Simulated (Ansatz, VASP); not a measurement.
## Two plane-wave programs on CoO

```
CELL_PARAMETERS angstrom
-1.47552 1.47552 2.08643
1.47552 -1.47552 2.08643
1.47552 1.47552 -2.08643
ATOMIC_POSITIONS crystal
Co 0.00000 0.00000 0.00000
O 0.50000 0.50000 0.00000
```

Alike in both runs: functional PBEsol; k mesh 10 × 10 × 10; occupations gaussian, width 0.1 eV; collinear spin.

Ansatz relaxed the structure, and its values are those at the end. VASP's run is a single point on that final structure, the one shown.

|  | VASP | Ansatz |
| --- | --- | --- |
| version | VASP 6.6.1 | Ansatz 0.2.0 |
| potentials or method | VASP PAW PBE potentials, release 64 (Co, O), cutoff 520 eV | scalar-relativistic, plane waves, PAW |
| valence electrons in the cell | 15 | 23 |

VASP gave:

* gap on the k mesh at the Fermi level (eV): none
* pressure (GPa): -0.7
* net moment per atom (μB): 1.39
* size of the moment on the site where the two differ most (μB): 2.46

Task: What did Ansatz give for the same quantities?

Result: gap on the k mesh at the Fermi level (eV): none; pressure (GPa): 0.0; net moment per atom (μB): 1.41; size of the moment on the site where the two differ most (μB): 2.39.

VASP's potentials were made for PBE, not for PBEsol. Site moments also hang on the region over which each program counts them. A gap of «none» marks a metal or a gap that the smearing closes. The functional is the same, so the differences come from potentials, cutoffs and numerics. VASP's potentials hold 15 valence electrons a cell and Ansatz's 23, so a difference there can come from the potentials and not from the codes.
